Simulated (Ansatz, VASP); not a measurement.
## SnSe in VASP and in Ansatz

```
Sn Se
1.0
     0.03010    3.02505    3.02505
     3.02505    0.03010    3.02505
     3.02505    3.02505    0.03010
Sn Se
1 1
Direct
  0.00000 0.00000 0.00000
  0.50000 0.50000 0.50000
```

Change from the starting cell: equal xy, yz and zx shear strains of +1 %, PAW files.

Alike in both runs: task electric field gradients; functional PBE; k mesh 9 × 9 × 9; occupations fermi-dirac, width 0.02 eV; no spin polarisation.

|  | VASP | Ansatz |
| --- | --- | --- |
| version | VASP 6.6.1 | Ansatz 0.2.0 |
| potentials or method | VASP PAW PBE potentials, release 64 (Sn_d, Se) | PAW with Ansatz's default frozen-core files, scalar-relativistic |
| plane-wave cutoff (eV) | 400 | 420 |
| valence electrons in the cell | 20 | 30 |

|  | VASP | Ansatz | Ansatz less VASP |
| --- | --- | --- | --- |
| pressure (GPa) | 1.0 | 1.0 | +0.02 |
| traceless stress, the component that is largest in VASP (GPa) | -0.19 | -0.19 | 0.000 |
| size of Vzz on the site where it differs most (V/Å²) | 0.2 | 0.5 | +0.27 |

VASP's potentials hold 20 valence electrons a cell and Ansatz's 30, so a difference there can come from the potentials and not from the codes.
